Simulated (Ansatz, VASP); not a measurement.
**Two plane-wave programs on CdTe**

POSCAR

```
CdTe
1.0
    0.0000000000      3.3004387266      3.3004387266
    3.3004387266      0.0000000000      3.3004387266
    3.3004387266      3.3004387266      0.0000000000
Cd Te
1 1
Direct
    0.0000000000      0.0000000000      0.0000000000
    0.2500000000      0.2500000000      0.2500000000
```

INCAR.step1

```
SYSTEM = CdTe
  ALGO = Normal
  EDIFF = 1E-4
  ENCUT = 520
  GGA = PE
  ISMEAR = 0
  LASPH = .TRUE.
  LCHARG = .FALSE.
  LREAL = .FALSE.
  LWAVE = .TRUE.
  NBANDS = 16
  NELM = 100
  PREC = Accurate
  SIGMA = 0.05
```

File INCAR.step2:

```
SYSTEM = CdTe
  ALGO = Normal
  EDIFF = 1E-7
  ENCUT = 520
  ISIF = 2
  ISMEAR = 0
  ISTART = 1
  LASPH = .TRUE.
  LCHARG = .FALSE.
  LMIXTAU = .TRUE.
  LREAL = .FALSE.
  LWAVE = .FALSE.
  METAGGA = R2SCAN
  NBANDS = 16
  NELM = 100
  PREC = Accurate
  SIGMA = 0.05
```

File KPOINTS:

```
k-points
0
G
  10 10 10
  0 0 0
```

Input for Ansatz:

```yaml
crystal:
  lattice:
    - [0.0, 3.3004387266, 3.3004387266]
    - [3.3004387266, 0.0, 3.3004387266]
    - [3.3004387266, 3.3004387266, 0.0]
  atoms:
    - { symbol: Cd, position: [0.0, 0.0, 0.0] }
    - { symbol: Te, position: [0.25, 0.25, 0.25] }
basis:
  ecutwfc: 500
  ecutrho_ratio: 4
kpoints:
  mp_grid: { grid: [10, 10, 10] }
hamiltonian:
  xc: r2scan
scf:
  occupations: { method: gaussian, width: 0.05 }
output:
  forces: true
  stress: true
  eigenvalues: true
```

Alike in both runs: task single point; functional r2SCAN; k mesh 10 × 10 × 10; occupations gaussian, width 0.05 eV; no spin polarisation.

|  | VASP | Ansatz |
| --- | --- | --- |
| version | VASP 6.6.1 | Ansatz 0.2.0 |
| potentials or method | VASP PAW PBE potentials, release 64 (Cd, Te), cutoff 520 eV | scalar-relativistic, plane waves, PAW |
| valence electrons in the cell | 18 | 36 |

Ansatz gave:

- gap on the k mesh at the Fermi level (eV): 1.10
- least direct gap on the mesh (eV): 1.10
- pressure (GPa): -0.8

Q: Estimate VASP's values.

A: gap on the k mesh at the Fermi level (eV): 1.09; least direct gap on the mesh (eV): 1.09; pressure (GPa): -0.7.

VASP's potentials were made for PBE, not for r2SCAN. With one functional, cell and mesh, what is left measures potentials, basis and numerics. VASP's potentials hold 18 valence electrons a cell and Ansatz's 36, so a difference there can come from the potentials and not from the codes.

Neither program's run includes spin-orbit coupling.
